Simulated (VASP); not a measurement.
The system is Co.

```xyz
2
Lattice="2.5074 0.0000 0.0000 -1.2537 2.1715 0.0000 0.0000 0.0000 4.0699" Properties=species:S:1:pos:R:3 pbc="T T T"
Co    0.0000    1.4476    1.0175
Co    1.2537    0.7238    3.0524
```

| Item | Value |
| --- | --- |
| Program | VASP 6.6.1 |
| Task | relaxation of volume and atoms at fixed shape |
| Functional | PBE |
| Potentials or basis | VASP PAW PBE potentials, release 64 (Co) |
| Cutoff | 600 eV |
| k mesh | 11 × 11 × 6 |
| Occupations | gaussian, width 0.05 eV |
| Spin | collinear spin, ferromagnetic start |
| Starting moments | [2.5, 2.5] μB |

At the start: pressure -5.8 GPa; volume 11.08 Å³/atom.

Problem. How do energy, volume and symmetry change on relaxing?

Solution. Over 3 steps the energy falls by 5.6 meV/atom and the volume is 10.78 Å³/atom (-2.7 %); space group P6_3/mmc (No. 194, to 0.1 Å) before and after; moment 3.11 μB per cell.

The path:
| step | energy change (eV) | largest force (eV/Å) | pressure (GPa) | volume (Å³) |
| --- | --- | --- | --- | --- |
| 1 | 0.0000 | 0.0000 | -5.76 | 22.16 |
| 2 | 0.0027 | 0.0000 | 7.23 | 20.91 |
| 3 | -0.0112 | 0.0000 | -0.02 | 21.55 |

Final structure:
```cif
data_structure
_symmetry_space_group_name_H-M 'P 1'
_symmetry_Int_Tables_number 1
_cell_length_a 2.4843
_cell_length_b 2.4843
_cell_length_c 4.0324
_cell_angle_alpha 90.000
_cell_angle_beta 90.000
_cell_angle_gamma 120.000
_cell_volume 21.55
loop_
_atom_site_label
_atom_site_type_symbol
_atom_site_fract_x
_atom_site_fract_y
_atom_site_fract_z
_atom_site_occupancy
Co1 Co 0.33333 0.66667 0.25000 1
Co2 Co 0.66667 0.33333 0.75000 1
```
